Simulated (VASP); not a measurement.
In5Sb3As2:

```xyz
10
Lattice="2.9728 0.0000 0.0000 0.0000 5.7216 0.0000 0.0000 0.0000 15.6128" Properties=species:S:1:pos:R:3 pbc="T T T"
In    0.0000    0.0000    0.0000
In    0.0000    0.0000    3.1226
In    0.0000    0.0000    6.2451
In    0.0000    0.0000    9.3677
In    0.0000    0.0000   12.4902
Sb    0.0000    2.8608    2.3419
Sb    0.0000    2.8608    5.4645
Sb    0.0000    2.8608   14.8321
As    0.0000    2.8608    8.5870
As    0.0000    2.8608   11.7096
```

* Program: VASP 6.6.1
* Task: relaxation of cell and atoms
* Functional: PBE
* Potentials or basis: VASP PAW PBE potentials, release 64 (In_d, Sb, As)
* Cutoff: 600 eV
* k mesh: 6 × 4 × 1
* Occupations: gaussian, width 0.1 eV
* Spin: no spin polarisation

At the start: pressure 1.6 GPa; volume 26.56 Å³/atom.

**Question.** Where does the relaxation end?

**Answer.** Over 52 steps the energy falls by 106.0 meV/atom and the volume is 27.12 Å³/atom (+2.1 %); space group Pmm2 (No. 25, to 0.1 Å) before and after.

The path:
```csv
step,energy change (eV),largest force (eV/Å),pressure (GPa),volume (Å³)
1,0.0000,0.6952,1.62,265.57
3,-0.3046,0.3903,-0.48,278.12
5,-0.3611,0.4230,0.09,275.22
7,-0.4672,0.3793,-0.37,274.74
9,-0.5053,0.3298,-0.56,274.23
11,-0.5348,0.3292,-0.50,273.67
13,-0.6325,0.3517,-0.20,271.17
15,-0.6493,0.4040,0.09,269.87
17,-0.7597,0.2699,0.22,270.06
19,-0.7697,0.2527,0.14,270.65
21,-0.7987,0.2953,-0.70,275.83
23,-0.8361,0.3000,-0.25,273.08
25,-0.8116,0.4899,2.73,260.63
27,-0.8841,0.3832,0.84,267.54
29,-0.9659,0.3449,0.65,268.30
31,-0.9858,0.3441,0.38,270.61
33,-1.0011,0.2787,-0.40,275.02
35,-1.0304,0.1530,0.13,272.14
37,-1.0335,0.2186,0.27,270.98
39,-1.0457,0.1998,-0.04,272.20
41,-1.0522,0.1044,-0.14,272.51
43,-1.0539,0.0869,0.03,271.47
45,-1.0553,0.0771,0.16,270.70
47,-1.0574,0.0726,0.09,270.47
49,-1.0591,0.0536,-0.02,271.33
51,-1.0596,0.0482,-0.04,271.38
52,-1.0605,0.0294,0.00,271.23
```

Final structure:
```yaml
crystal:
  lattice:
    - [2.94892, 0.00000, 0.00000]
    - [0.00000, 5.28660, 0.00000]
    - [0.00000, 0.00000, 17.39768]
  atoms:
    - { symbol: In, position: [0.00000, 0.00000, 0.01934] }
    - { symbol: In, position: [0.00000, 0.00000, 0.22797] }
    - { symbol: In, position: [0.00000, 0.00000, 0.43422] }
    - { symbol: In, position: [0.00000, 0.00000, 0.62566] }
    - { symbol: In, position: [0.00000, 0.00000, 0.81482] }
    - { symbol: Sb, position: [0.00000, 0.50000, 0.12213] }
    - { symbol: Sb, position: [0.00000, 0.50000, 0.33127] }
    - { symbol: Sb, position: [0.00000, 0.50000, 0.91880] }
    - { symbol: As, position: [0.00000, 0.50000, 0.54881] }
    - { symbol: As, position: [0.00000, 0.50000, 0.70698] }
```

Caveat: the k points lie up to 0.36 Å⁻¹ apart in the final cell, too coarse for converged energies and pressures of a metal.
